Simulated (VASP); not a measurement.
Runs of VASP 6.6.1 on Ge. The structure is that of space group P6_3/mmc (No. 194), or close to it. The cells are those of the table. 

```tsv
cell	gap on the mesh (eV)	pressure (GPa)	largest force (eV/Å)
a = 3.997, b = 3.967, c = 6.596 Å, angles 90.0, 90.0, 120.2°, 4 atoms	none	0.6	0.09
a = 3.997, b = 4.050, c = 6.596 Å, angles 90.0, 90.0, 119.6°, 4 atoms	none	(a)	(c)
a = 3.997, b = 3.982, c = 6.596 Å, angles 90.0, 90.0, 120.1°, 4 atoms	-	0.3	0.04
a = 3.997, b = 4.057, c = 6.596 Å, angles 90.0, 90.0, 119.5°, 4 atoms	none	(b)	0.16
a = 3.997, b = 4.042, c = 6.596 Å, angles 90.0, 90.0, 119.6°, 4 atoms	none	-1.1	0.12
```

Alike in all rows: task single point; level PBEsol; potentials or basis VASP PAW PBE potentials, release 64 (Ge_d); no spin polarisation; k mesh 12 × 12 × 8; cutoff (eV) 520; smearing gaussian 0.15 eV.

Q: Estimate the missing entries.

A: (a) -1.2; (b) -1.4; (c) 0.14.

Caveats: the PAW data sets were made with another functional, which shifts forces and pressure a little.

A k mesh can miss the band edges, and the runs leave out spin-orbit coupling on Ge.

A gap of «none» marks levels without a gap at the run's occupations.
